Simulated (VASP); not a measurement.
# Sn3Te (I4/mmm) in VASP: single point with PBEsol

Aim: the single point of Sn3Te with PBEsol.

Program: VASP 6.6.1. These are calculated values, not measurements. Logs are shortened: lines on timing, memory, paths and dates and some standing lists are left out, and cuts for length are marked.

**1. The cell of the first run**

Symmetry: I4/mmm, No. 139, tetragonal system. The conventional cell has a = 4.602 Å, b = 4.602 Å, c = 11.033 Å, α = 90.00°, β = 90.00°, γ = 90.00°. Within 4.3 Å of Te (site symmetry 4/mmm) lie 12 Sn at 3.25 to 3.59 Å. Sn (site symmetry 4/mmm) has 4 Te at 3.25 Å and 8 Sn at 3.59 Å within 4.3 Å. Within 4.3 Å of Sn (site symmetry -4m2) lie 8 Sn at 3.25 to 3.59 Å and 4 Te at 3.59 Å.

**2. Single point, PBEsol**

The input, INCAR:

```
ALGO = Fast
EDIFF = 1E-7
ENCUT = 520
GGA = PS
ISIF = 2
ISMEAR = -1
LASPH = True
LCHARG = False
LREAL = False
LWAVE = False
NBANDS = 32
NELM = 80
PREC = Accurate
SIGMA = 0.05
```

The input, KPOINTS:

```
k-points
0
Gamma
  8 8 8
```

The input, POSCAR:

```
Sn3Te
1.0
   -2.3009040000      2.3009040000      5.5164940000
    2.3009040000     -2.3009040000      5.5164940000
    2.3009040000      2.3009040000     -5.5164940000
Te Sn
1 3
Direct
    0.0000000000      0.0000000000      0.0000000000
    0.5000000000      0.5000000000      0.0000000000
    0.2500000000      0.7500000000      0.5000000000
    0.7500000000      0.2500000000      0.5000000000
```

Potentials or basis: VASP PAW PBE potentials, release 64 (Te, Sn_d).

The run is started by

```
$ cat potpaw_PBE.64/Te/POTCAR potpaw_PBE.64/Sn_d/POTCAR > POTCAR
$ mpirun -np 1 vasp_std > vasp.out
```

OUTCAR:

```text
EDIFF = 1E-7
   ENCUT = 520
   GGA = PS
   ISIF = 2
   ISMEAR = -1
   LASPH = True
   LREAL = False
   NELM = 80
   PREC = Accurate

 ion  position               nearest neighbor table
   1  0.000  0.000  0.000-   2 3.25   2 3.25   2 3.25   2 3.25   4 3.59   3 3.59   4 3.59   3 3.59
                             4 3.59   4 3.59   3 3.59   3 3.59
   2  0.500  0.500  0.000-   1 3.25   1 3.25   1 3.25   1 3.25   4 3.59   3 3.59   4 3.59   4 3.59
                             3 3.59   3 3.59   4 3.59   3 3.59
   3  0.250  0.750  0.500-   4 3.25   4 3.25   4 3.25   4 3.25   2 3.59   1 3.59   2 3.59   2 3.59
                             1 3.59   1 3.59   2 3.59   1 3.59
   4  0.750  0.250  0.500-   3 3.25   3 3.25   3 3.25   3 3.25   2 3.59   1 3.59   2 3.59   1 3.59
                             2 3.59   2 3.59   1 3.59   1 3.59

  LATTYP: Found a body centered tetragonal cell.
 ALAT       =     4.6018080000
 C/A-ratio  =     2.3975333173

  Lattice vectors:

 A1 = (  -2.3009040000,   2.3009040000,   5.5164940000)
 A2 = (   2.3009040000,  -2.3009040000,   5.5164940000)
 A3 = (   2.3009040000,   2.3009040000,  -5.5164940000)

Analysis of symmetry for initial positions (statically):
=====================================================================
 Subroutine PRICEL returns:
 Original cell was already a primitive cell.

 Routine SETGRP: Setting up the symmetry group for a
 body centered tetragonal supercell.

 Subroutine GETGRP returns: Found 16 space group operations
 (whereof 16 operations were pure point group operations)
 out of a pool of 16 trial point group operations.

The static configuration has the point symmetry D_4h.

Analysis of symmetry for dynamics (positions and initial velocities):
=====================================================================
 Subroutine PRICEL returns:
 Original cell was already a primitive cell.

 Routine SETGRP: Setting up the symmetry group for a
 body centered tetragonal supercell.

 Subroutine GETGRP returns: Found 16 space group operations
 (whereof 16 operations were pure point group operations)
 out of a pool of 16 trial point group operations.

The dynamic configuration has the point symmetry D_4h.

 Subroutine INISYM returns: Found 16 space group operations
 (whereof 16 operations are pure point group operations),
 and found     1 'primitive' translations

----------------------------------------------------------------------------------------

                                     Primitive cell

  volume of cell :     116.8208

  direct lattice vectors                    reciprocal lattice vectors
    -2.300904000  2.300904000  5.516494000     0.000000000  0.217305894  0.090637278
     2.300904000 -2.300904000  5.516494000     0.217305894  0.000000000  0.090637278
     2.300904000  2.300904000 -5.516494000     0.217305894  0.217305894  0.000000000

  length of vectors
     6.404687696  6.404687696  6.404687696     0.235450563  0.235450563  0.307316942

  position of ions in fractional coordinates (direct lattice)
     0.000000000  0.000000000  0.000000000
     0.500000000  0.500000000  0.000000000
     0.250000000  0.750000000  0.500000000
     0.750000000  0.250000000  0.500000000

  ion indices of the primitive-cell ions
   primitive index   ion index
                 1           1
                 2           2
                 3           3
                 4           4

----------------------------------------------------------------------------------------

 KPOINTS: k-points

Automatic generation of k-mesh.
 Grid dimensions read from file:
 generate k-points for:    8    8    8

 Generating k-lattice:

  Cartesian coordinates                     Fractional coordinates (reciprocal lattice)
     0.000000000  0.027163237  0.011329660     0.125000000  0.000000000  0.000000000
     0.027163237  0.000000000  0.011329660     0.000000000  0.125000000  0.000000000
     0.027163237  0.027163237  0.000000000     0.000000000  0.000000000  0.125000000

  Length of vectors
     0.029431320  0.029431320  0.038414618

  Shift w.r.t. Gamma in fractional coordinates (k-lattice)
     0.000000000  0.000000000  0.000000000

 Subroutine IBZKPT returns following result:
 ===========================================

 Found     59 irreducible k-points:

 Following reciprocal coordinates:
            Coordinates               Weight
  0.000000  0.000000  0.000000      1.000000
  0.125000 -0.000000  0.000000      8.000000
  0.250000 -0.000000  0.000000      8.000000
  0.375000 -0.000000  0.000000      8.000000
  0.500000 -0.000000  0.000000      4.000000
  0.125000  0.125000  0.000000      8.000000
[... 16 lines left out ...]
  0.250000  0.125000  0.125000     16.000000
  0.375000  0.125000  0.125000      8.000000
 [... further k-points ...]
   k-points           NKPTS =     59   k-points in BZ     NKDIM =     59   number of bands    NBANDS=     32
   number of dos      NEDOS =    301   number of ions     NIONS =      4
   total plane-waves  NPLWV = 110592
   dimension x,y,z NGX =    48 NGY =   48 NGZ =   48
   dimension x,y,z NGXF=    96 NGYF=   96 NGZF=   96
   ions per type =               1   3
   NGX,Y,Z   is equivalent  to a cutoff of  12.46, 12.46, 12.46 a.u.
   NGXF,Y,Z  is equivalent  to a cutoff of  24.92, 24.92, 24.92 a.u.
 SYSTEM =  unknown system
   PREC   = accura    normal or accurate (medium, high low for compatibility)
   ISTART =      0    job   : 0-new  1-cont  2-samecut
   ICHARG =      2    charge: 1-file 2-atom 10-const
   ISPIN  =      1    spin polarized calculation?
   LNONCOLLINEAR =      F non collinear calculations
   LSORBIT =      F    spin-orbit coupling
   LASPH  =      T    aspherical Exc in radial PAW
   ENCUT  =  520.0 eV  38.22 Ry    6.18 a.u.  11.91 11.91 11.91*2*pi/ulx,y,z
   NELM   =     80;   NELMIN=  2; NELMDL= -5     # of ELM steps
   EDIFF  = 0.1E-06   stopping-criterion for ELM
   LREAL  =      F    real-space projection
   EDIFFG = 0.1E-05   stopping-criterion for IOM
   NSW    =      0    number of steps for IOM
   IBRION =     -1    ionic relax: 0-MD 1-quasi-New 2-CG
   NFREE  =      0    steps in history (QN), initial steepest desc. (CG)
   ISIF   =      2    stress and relaxation
   ISYM   =      2    0-nonsym 1-usesym 2-fastsym
   POTIM  = 0.5000    time-step for ionic-motion
   TEBEG  =    0.0;   TEEND  =   0.0 temperature during run
   PSTRESS=    0.0 pullay stress
   NELECT =      48.0000    total number of electrons
   NUPDOWN=      -1.0000    fix difference up-down
   EMIN   =  10.00;   EMAX   =-10.00  energy-range for DOS
   EFERMI =   0.00;   METHOD = LEGACY
   ISMEAR =    -1;   SIGMA  =   0.05  broadening in eV -4-tet -1-fermi 0-gaus
   EFERMI_NEDOS =   21; number of points for ismear=-14 and -15
   IALGO  =     68    algorithm
   IMIX   =      4    mixing-type and parameters
     AMIX     =   0.40;   BMIX     =  1.00
     AMIX_MAG =   1.60;   BMIX_MAG =  1.00
  volume/ion in A,a.u.               =      29.21       197.09
  Fermi-wavevector in a.u.,A,eV,Ry     =   1.217069  2.299927 20.153724  1.481257
  Thomas-Fermi vector in A             =   2.352402
   LORBIT       =      0    0 simple, 1 ext, 2 COOP (PROOUT), +10 PAW based schemes
   GGA     = PS    functional components
   LHFCALC =     F    Hartree Fock is set to
   AEXX    =    0.0000 exact exchange contribution
   IVDW    =     0    specifies the selected vdW correction
   LEPSILON=     F    determine dielectric tensor
   LRPA    =     F    only Hartree local field effects (RPA)
 non-spin polarized calculation
 RMM-DIIS sequential band-by-band and
  energy-cutoff  :      520.00
  volume of cell :      116.82
 maximum number of plane-waves:      3184
   NGX = 23   NGY = 23   NGZ = 23

 number of electron      47.9999996 magnetization

 Free energy of the ion-electron system (eV)
  ---------------------------------------------------
  ext. energy  EPLUGINS =         0.00000000
  ---------------------------------------------------
  free energy    TOTEN  =       -16.14758496 eV

  energy without entropy =      -16.13062738  energy(sigma->0) =      -16.13910617

 E-fermi :   7.3201     XC(G=0): -10.1299

 val. band max:        7.3111527466   @ k =  -0.3750  -0.3750   0.2500
 cond. band min:       7.3401347090   @ k =   0.3750   0.3750   0.1250
 fundamental gap:      0.0289819623
 Fermi energy:         7.3201476040

 k-point     1 :       0.0000    0.0000    0.0000
  band No.  band energies     occupation
      1     -14.2862      2.00000
      2     -14.2625      2.00000
      3     -14.2181      2.00000
      4     -14.2147      2.00000
      5     -14.2098      2.00000
      6     -14.2098      2.00000
[... 24 lines left out ...]
     31      13.6079      0.00000
     32      13.6870      0.00000

 k-point     2 :       0.1250   -0.0000    0.0000
  band No.  band energies     occupation
      1     -14.2756      2.00000
      2     -14.2581      2.00000
      3     -14.2221      2.00000
      4     -14.2198      2.00000
      5     -14.2146      2.00000
      6     -14.2136      2.00000
[... 24 lines left out ...]
     31      13.0937      0.00000
     32      13.9781      0.00000

 k-point     3 :       0.2500   -0.0000    0.0000
  band No.  band energies     occupation
      1     -14.2472      2.00000
      2     -14.2461      2.00000
      3     -14.2263      2.00000
      4     -14.2254      2.00000
      5     -14.2132      2.00000
      6     -14.2130      2.00000
[... 24 lines left out ...]
     31      12.5425      0.00000
     32      12.7804      0.00000

 k-point     4 :       0.3750   -0.0000    0.0000
  band No.  band energies     occupation
      1     -14.2391      2.00000
      2     -14.2310      2.00000
      3     -14.2206      2.00000
      4     -14.2172      2.00000
      5     -14.2091      2.00000
      6     -14.2004      2.00000
[... 24 lines left out ...]
     31      12.2438      0.00000
     32      13.9266      0.00000

 k-point     5 :       0.5000   -0.0000    0.0000
  band No.  band energies     occupation
      1     -14.2370      2.00000
      2     -14.2323      2.00000
      3     -14.2190      2.00000
      4     -14.2090      2.00000
      5     -14.2035      2.00000
      6     -14.2024      2.00000
[... 584 lines left out ...]
     31      14.0573      0.00000
     32      14.1693      0.00000

 k-point    22 :       0.1250    0.1250    0.1250
  band No.  band energies     occupation
      1     -14.2653      2.00000
      2     -14.2355      2.00000
      3     -14.2231      2.00000
      4     -14.2189      2.00000
      5     -14.2112      2.00000
      6     -14.2103      2.00000
[... 24 lines left out ...]
     31      13.2960      0.00000
     32      13.4523      0.00000

 k-point    23 :       0.2500    0.1250    0.1250
  band No.  band energies     occupation
      1     -14.2576      2.00000
      2     -14.2370      2.00000
      3     -14.2292      2.00000
      4     -14.2199      2.00000
      5     -14.2145      2.00000
      6     -14.2113      2.00000
[... 24 lines left out ...]
     31      13.3366      0.00000
     32      14.0478      0.00000

 k-point    24 :       0.3750    0.1250    0.1250
  band No.  band energies     occupation
      1     -14.2452      2.00000
      2     -14.2413      2.00000
      3     -14.2324      2.00000
      4     -14.2249      2.00000
      5     -14.2163      2.00000
      6     -14.2127      2.00000
[... 24 lines left out ...]
     31      12.1226      0.00000
     32      14.9020      0.00000

 [... further k-points ...]
[... 5 lines left out ...]
  --------------------------------------------------------------------------------------
  -------------------------------------------------------------------------------------
  Total       -2.2087605     -2.2087605     -2.2984590      0.0000000      0.0000000      0.0000000
  in kB      -30.2927757    -30.2927757    -31.5229750      0.0000000      0.0000000      0.0000000
  external PRESSURE =     -30.7028421 kB  Pullay stress =       0.0000000 kB

 VOLUME and BASIS-vectors are now :
 -----------------------------------------------------------------------------
  energy-cutoff  :      520.00
  volume of cell :      116.82
      direct lattice vectors                 reciprocal lattice vectors
    -2.300904000  2.300904000  5.516494000     0.000000000  0.217305894  0.090637278
     2.300904000 -2.300904000  5.516494000     0.217305894  0.000000000  0.090637278
     2.300904000  2.300904000 -5.516494000     0.217305894  0.217305894  0.000000000

 POSITION                                       TOTAL-FORCE (eV/Angst)
 -----------------------------------------------------------------------------------
      0.00000      0.00000      0.00000         0.000000     -0.000000      0.000000
      0.00000      0.00000      5.51649         0.000000     -0.000000      0.000000
      2.30090      0.00000      2.75825        -0.000000      0.000000     -0.000000
      0.00000      2.30090      2.75825        -0.000000     -0.000000      0.000000
 -----------------------------------------------------------------------------------
    total drift:                                0.000000     -0.000000      0.000000

  FREE ENERGIE OF THE ION-ELECTRON SYSTEM (eV)
  ---------------------------------------------------
  free  energy   TOTEN  =       -16.1475849640 eV

  energy  without entropy=      -16.1306273823  energy(sigma->0) =      -16.13910617
```

It took 5.3 min on 1 thread of AMD EPYC 7R43 (Zen 3), shared host; peak memory 0.41 GiB.

What came out:

```
Free energy            : -16.1476 eV
Pressure               : -3.1 GPa
Band gap on the k mesh : zero (bands 24 and 25 overlap by 0.93 eV)
```

Levels at points of the mesh, in eV from the Fermi level:
```csv
k point,band 22,band 23,band 24,band 25,band 26,band 27
"(0.00, 0.00, 0.00)",-3.07,-1.61,-1.61,-0.34,0.39,2.66
"(0.50, 0.00, 0.00)",-1.90,-0.87,-0.64,0.67,1.04,1.06
"(0.50, 0.50, 0.00)",-3.18,-2.45,-1.55,-0.49,2.54,2.66
"(0.50, 0.50, 0.50)",-1.06,-0.15,-0.15,0.51,1.53,1.99
```

Caveat: the cell stands under tension; the PAW data sets were made with another functional, which shifts forces and pressure a little; spin-orbit coupling is left out, which moves the levels of the heavy elements.

The gap in the log of VASP goes by the Fermi energy; the results here count the filled bands.